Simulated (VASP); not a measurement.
A run of VASP 6.6.1 is set up as follows.

POSCAR

```
Sb
1.0
    2.8153816747      0.0000000000      0.0000000000
    0.0000000000      2.8153816747      0.0000000000
    0.0000000000      0.0000000000      3.9809496880
Sb
1
Direct
    0.0000000000      0.0000000000      0.0000000000
```

INCAR.step1

```
  ALGO = Normal
  EDIFF = 1E-4
  ENCUT = 520
  GGA = PE
  ISMEAR = 0
  LASPH = T
  LCHARG = F
  LREAL = F
  LWAVE = T
  NBANDS = 8
  NELM = 80
  PREC = Accurate
  SIGMA = 0.15
```

INCAR.step2

```
  ALGO = Normal
  EDIFF = 1E-6
  ENCUT = 520
  ISIF = 2
  ISMEAR = 0
  ISTART = 1
  LASPH = T
  LCHARG = T
  LELF = T
  LMIXTAU = T
  LREAL = F
  LVHAR = T
  LWAVE = F
  METAGGA = R2SCAN
  NBANDS = 8
  NELM = 80
  PREC = Accurate
  SIGMA = 0.15
```

The input KPOINTS:

```
k-points
0
Gamma
  16 16 16
```

Potentials or basis: VASP PAW PBE potentials, release 64 (Sb).

Launch:

```bash
$ cat potpaw_PBE.64/Sb/POTCAR > POTCAR
$ cp INCAR.step1 INCAR
$ mpirun -np 1 vasp_std > vasp.out
$ cp INCAR.step2 INCAR
$ mpirun -np 1 vasp_std > vasp.out
```

Problem. What does it give for the pressure?

Solution. 7.3 GPa.

Stress tensor (GPa, compression positive):
```
12.74  0.00  0.00
 0.00 12.74  0.00
 0.00  0.00 -3.73
```

Caveat: the PAW data sets were made with another functional, which shifts forces and pressure a little.
